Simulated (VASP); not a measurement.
# Hf (Fm-3m) in VASP: single point with PBE

Aim: the single point of Hf with PBE.

All numbers are computed with VASP 6.6.1; they aren't measurements. Logs are shortened: lines on timing, memory, paths and dates and some standing lists are left out, and cuts for length are marked.

### 1 The cell of the first run

Symmetry: Fm-3m, No. 225, cubic system. Conventional cell: a = 4.440 Å, b = 4.440 Å, c = 4.440 Å, α = 90.00°, β = 90.00°, γ = 90.00°. Hf (site symmetry m-3m) has 12 Hf at 3.14 Å within 4.1 Å.

This isn't the form of Hf at room conditions, which is hcp.

### 2 Single point, PBE

INCAR reads:

```
SYSTEM = Hf
ALGO     = Normal         ! electronic algorithm
EDIFF    = 1E-6           ! SCF threshold, eV
ENCUT    = 520            ! plane-wave cutoff, eV
GGA      = PE             ! functional
ISIF     = 2              ! what is computed and relaxed
ISMEAR   = 0              ! smearing method
LASPH    = .TRUE.         ! aspherical terms in the spheres
LCHARG   = .FALSE.        ! write CHGCAR
LREAL    = .FALSE.        ! projectors in reciprocal space
LWAVE    = .FALSE.        ! write WAVECAR
NBANDS   = 11             ! bands
NELM     = 60             ! most SCF steps
PREC     = Accurate       ! precision mode
SIGMA    = 0.15           ! smearing width, eV
```

KPOINTS reads:

```
k-points
0
G
  18 18 18
  0 0 0
```

POSCAR reads:

```
Hf
1.0
    0.0000000000      2.2200000000      2.2200000000
    2.2200000000      0.0000000000      2.2200000000
    2.2200000000      2.2200000000      0.0000000000
Hf
1
Direct
    0.0000000000      0.0000000000      0.0000000000
```

Potentials or basis: VASP PAW PBE potentials, release 64 (Hf_pv).

Launch:

```
$ cat potpaw_PBE.64/Hf_pv/POTCAR > POTCAR
$ mpirun -np 1 vasp_std > vasp.out
```

OUTCAR:

```text
SYSTEM = Hf
   EDIFF = 1E-6
   ENCUT = 520
   GGA = PE
   ISIF = 2
   ISMEAR = 0
   LASPH = .TRUE.
   LREAL = .FALSE.
   NELM = 60
   PREC = Accurate

 ion  position               nearest neighbor table
   1  0.000  0.000  0.000-

  LATTYP: Found a face centered cubic cell.
 ALAT       =     4.4400000000

  Lattice vectors:

 A1 = (   0.0000000000,   2.2200000000,   2.2200000000)
 A2 = (   2.2200000000,   0.0000000000,   2.2200000000)
 A3 = (   2.2200000000,   2.2200000000,   0.0000000000)

Analysis of symmetry for initial positions (statically):
=====================================================================
 Subroutine PRICEL returns:
 Original cell was already a primitive cell.

 Routine SETGRP: Setting up the symmetry group for a
 face centered cubic supercell.

 Subroutine GETGRP returns: Found 48 space group operations
 (whereof 48 operations were pure point group operations)
 out of a pool of 48 trial point group operations.

The static configuration has the point symmetry O_h .

Analysis of symmetry for dynamics (positions and initial velocities):
=====================================================================
 Subroutine PRICEL returns:
 Original cell was already a primitive cell.

 Routine SETGRP: Setting up the symmetry group for a
 face centered cubic supercell.

 Subroutine GETGRP returns: Found 48 space group operations
 (whereof 48 operations were pure point group operations)
 out of a pool of 48 trial point group operations.

The dynamic configuration has the point symmetry O_h .

 Subroutine INISYM returns: Found 48 space group operations
 (whereof 48 operations are pure point group operations),
 and found     1 'primitive' translations

----------------------------------------------------------------------------------------

                                     Primitive cell

  volume of cell :      21.8821

  direct lattice vectors                    reciprocal lattice vectors
     0.000000000  2.220000000  2.220000000    -0.225225225  0.225225225  0.225225225
     2.220000000  0.000000000  2.220000000     0.225225225 -0.225225225  0.225225225
     2.220000000  2.220000000  0.000000000     0.225225225  0.225225225 -0.225225225

  length of vectors
     3.139554108  3.139554108  3.139554108     0.390101533  0.390101533  0.390101533

[... 82 lines left out ...]
   IBRION =     -1    ionic relax: 0-MD 1-quasi-New 2-CG
   NFREE  =      0    steps in history (QN), initial steepest desc. (CG)
   ISIF   =      2    stress and relaxation
   ISYM   =      2    0-nonsym 1-usesym 2-fastsym
   POTIM  = 0.5000    time-step for ionic-motion
   TEBEG  =    0.0;   TEEND  =   0.0 temperature during run
   PSTRESS=    0.0 pullay stress
   NELECT =      10.0000    total number of electrons
   NUPDOWN=      -1.0000    fix difference up-down
   EMIN   =  10.00;   EMAX   =-10.00  energy-range for DOS
   EFERMI =   0.00;   METHOD = LEGACY
   ISMEAR =     0;   SIGMA  =   0.15  broadening in eV -4-tet -1-fermi 0-gaus
   EFERMI_NEDOS =   21; number of points for ismear=-14 and -15
   IALGO  =     38    algorithm
   IMIX   =      4    mixing-type and parameters
     AMIX     =   0.40;   BMIX     =  1.00
     AMIX_MAG =   1.60;   BMIX_MAG =  1.00
  volume/ion in A,a.u.               =      21.88       147.67
  Fermi-wavevector in a.u.,A,eV,Ry     =   1.260991  2.382927 21.634588  1.590097
  Thomas-Fermi vector in A             =   2.394472
   LORBIT       =      0    0 simple, 1 ext, 2 COOP (PROOUT), +10 PAW based schemes
   GGA     = PE    functional components
   LHFCALC =     F    Hartree Fock is set to
   AEXX    =    0.0000 exact exchange contribution
   IVDW    =     0    specifies the selected vdW correction
   LEPSILON=     F    determine dielectric tensor
   LRPA    =     F    only Hartree local field effects (RPA)
 non-spin polarized calculation
 Gauss-broadening in eV      SIGMA  =   0.15
  energy-cutoff  :      520.00
  volume of cell :       21.88
 maximum number of plane-waves:       609
   NGX = 11   NGY = 11   NGZ = 11

 number of electron      10.0000000 magnetization

 Free energy of the ion-electron system (eV)
  ---------------------------------------------------
  ext. energy  EPLUGINS =         0.00000000
  ---------------------------------------------------
  free energy    TOTEN  =        -9.85656323 eV

  energy without entropy =       -9.84046045  energy(sigma->0) =       -9.84851184

 E-fermi :   4.8968     XC(G=0): -11.3865

 val. band max:        4.8957135986   @ k =   0.3333   0.0000   0.0000
 cond. band min:       4.8996519918   @ k =   0.2778   0.0556   0.0000
 fundamental gap:      0.0039383932
 Fermi energy:         4.8967822040

 k-point     1 :       0.0000    0.0000    0.0000
  band No.  band energies     occupation
      1     -25.0359      2.00000
      2     -25.0359      2.00000
      3     -25.0359      2.00000
      4      -2.3904      2.00000
      5       6.3096      0.00000
      6       6.3096      0.00000
      7       6.3096      0.00000
      8       9.1802      0.00000
      9       9.1802      0.00000
     10      16.2840      0.00000
     11      18.0417      0.00000
[... 309 lines left out ...]
 k-point    24 :      -0.2222    0.0556    0.0000
  band No.  band energies     occupation
      1     -25.4658      2.00000
      2     -25.1202      2.00000
      3     -25.0817      2.00000
      4      -0.4939      2.00000
      5       4.9934      0.36216
      6       6.6088      0.00000
      7       6.7893      0.00000
      8       8.6453      0.00000
      9       9.5741      0.00000
     10      16.7016      0.00000
     11      18.0437      0.00000

 [... further k-points ...]

------------------------ aborting loop because EDIFF is reached ----------------------------------------

  FORCE on cell =-STRESS in cart. coord.  units (eV):
  Direction    XX          YY          ZZ          XY          YZ          ZX
  --------------------------------------------------------------------------------------
  -------------------------------------------------------------------------------------
  Total        0.3817938      0.3817938      0.3817938      0.0000000      0.0000000      0.0000000
  in kB       27.9544219     27.9544219     27.9544219      0.0000000      0.0000000      0.0000000
  external PRESSURE =      27.9544219 kB  Pullay stress =       0.0000000 kB

 VOLUME and BASIS-vectors are now :
 -----------------------------------------------------------------------------
  energy-cutoff  :      520.00
  volume of cell :       21.88
      direct lattice vectors                 reciprocal lattice vectors
     0.000000000  2.220000000  2.220000000    -0.225225225  0.225225225  0.225225225
     2.220000000  0.000000000  2.220000000     0.225225225 -0.225225225  0.225225225
     2.220000000  2.220000000  0.000000000     0.225225225  0.225225225 -0.225225225

 POSITION                                       TOTAL-FORCE (eV/Angst)
 -----------------------------------------------------------------------------------
      0.00000      0.00000      0.00000        -0.000000     -0.000000      0.000000
 -----------------------------------------------------------------------------------
    total drift:                               -0.000000     -0.000000     -0.000000

  FREE ENERGIE OF THE ION-ELECTRON SYSTEM (eV)
  ---------------------------------------------------
  free  energy   TOTEN  =        -9.8565632262 eV

  energy  without entropy=       -9.8404604476  energy(sigma->0) =       -9.84851184
```

OSZICAR:

```text
N       E                     dE             d eps       ncg     rms          rms(c)
DAV:   1     0.125041928563E+02    0.12504E+02   -0.57608E+03  4322   0.844E+02
DAV:   2    -0.974988991893E+01   -0.22254E+02   -0.21641E+02  5328   0.153E+02
DAV:   3    -0.101795337185E+02   -0.42964E+00   -0.42486E+00  5456   0.148E+01
DAV:   4    -0.101811554930E+02   -0.16218E-02   -0.16208E-02  4937   0.107E+00
DAV:   5    -0.101811647604E+02   -0.92674E-05   -0.92675E-05  5443   0.703E-02    0.464E+01
DAV:   6    -0.994080585955E+01    0.24036E+00   -0.20129E-01  4854   0.339E+00    0.276E+01
DAV:   7    -0.986043111857E+01    0.80375E-01   -0.31224E-01  5010   0.409E+00    0.130E+00
DAV:   8    -0.985651907981E+01    0.39120E-02   -0.23648E-02  4784   0.107E+00    0.679E-02
DAV:   9    -0.985656256687E+01   -0.43487E-04   -0.38081E-04  5222   0.155E-01    0.522E-02
DAV:  10    -0.985656336237E+01   -0.79550E-06   -0.21607E-05  4869   0.369E-02    0.471E-02
DAV:  11    -0.985656322625E+01    0.13612E-06   -0.33569E-06  5022   0.138E-02
   1 F= -.98565632E+01 E0= -.98485118E+01  d E =-.161028E-01
```

It took 51 s on 1 thread of AMD EPYC 7R13, shared host; peak memory 0.14 GiB.

Results:

```yaml
Free_energy: -9.8566 eV
Pressure: 2.8 GPa
Band_gap_on_the_k_mesh: zero (bands 5 and 6 overlap by 2.07 eV)
```

Caveat: spin-orbit coupling is left out, which moves the levels of the heavy elements.
